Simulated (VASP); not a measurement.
Set up this calculation in VASP 6.6.1, as the native input.

```
Task                   : relaxation of cell and atoms
Functional             : PBE
Potentials or basis    : VASP PAW PBE potentials, release 64 (Zn, Te, P, Pt)
Cutoff                 : 600 eV
k mesh                 : 3 × 3 × 3
Occupations            : gaussian, width 0.2 eV
Spin                   : no spin polarisation
Dipole correction      : no
Further INCAR settings : ALGO = Normal; EDIFF = 1e-06; IBRION = 2; EDIFFG = -0.08; NSW = 36; ISIF = 3
```

The structure of ZnTe3P2Pt lies in POSCAR:

```
ZnTe3P2Pt
1.0
    3.0263692100      1.7472750800      5.6246424000
   -3.0263692100      1.7472750800      5.6246424000
    0.0000000000     -3.4945501600      5.6246424000
Zn Te P Pt
1 3 2 1
Direct
    0.0000000000      0.0000000000      0.0000000000
    0.0000000000      0.0000000000      0.5000000000
    0.5000000000      0.0000000000      0.0000000000
    0.0000000000      0.5000000000      0.0000000000
    0.3646063400      0.3646063400      0.3646063400
    0.6353936600      0.6353936600      0.6353936600
    0.5000000000      0.5000000000      0.5000000000
```

The cell was generated, and may not be a known phase.

The input as run:

INCAR

```
SYSTEM = ZnTe3P2Pt
ALGO     = Normal         ! electronic algorithm
EDIFF    = 1E-6           ! SCF threshold, eV
EDIFFG   = -0.08          ! ionic threshold
ENCUT    = 600            ! plane-wave cutoff, eV
GGA      = PE             ! functional
IBRION   = 2              ! ionic algorithm
ISIF     = 3              ! what is computed and relaxed
ISMEAR   = 0              ! smearing method
LASPH    = .True.         ! aspherical terms in the spheres
LCHARG   = .False.        ! write CHGCAR
LREAL    = .False.        ! projectors in reciprocal space
LWAVE    = .False.        ! write WAVECAR
NELM     = 100            ! most SCF steps
NSW      = 36             ! ionic steps
PREC     = Accurate       ! precision mode
SIGMA    = 0.2            ! smearing width, eV
```

KPOINTS

```
k-points
0
Gamma
  3 3 3
  0 0 0
```

Potentials or basis: VASP PAW PBE potentials, release 64 (Zn, Te, P, Pt).

Launch:

```sh
$ cat potpaw_PBE.64/Zn/POTCAR potpaw_PBE.64/Te/POTCAR potpaw_PBE.64/P/POTCAR potpaw_PBE.64/Pt/POTCAR > POTCAR
$ mpirun -np 1 vasp_std > vasp.out
```

It gave:

* Relaxed volume: 24.81 Å³/atom
* Relaxed cell: a = 5.681 Å, b = 5.681 Å, c = 5.681 Å, α = 78.53°, β = 78.53°, γ = 78.53°
* Space group after relaxing (to 0.1 Å): R-3m (No. 166)
* Energy gained by relaxing: 451.2 meV/atom
* Ionic steps: 17
* Pressure after relaxing: 0.1 GPa
* Largest force after relaxing: 0.038 eV/Å
* Band gap on the k mesh: zero (bands 25 and 26 overlap by 0.65 eV)

Caveat: the k points lie up to 0.38 Å⁻¹ apart in the final cell, too coarse for converged energies and pressures of a metal; spin-orbit coupling is left out, which moves the levels of the heavy elements; the relaxation stopped at a loose force limit of 0.08 eV/Å, so its end isn't a converged minimum.

It took 15 min on 1 thread of Oxide Virtual Turin-like Processor (shared host), peak memory 0.42 GiB.
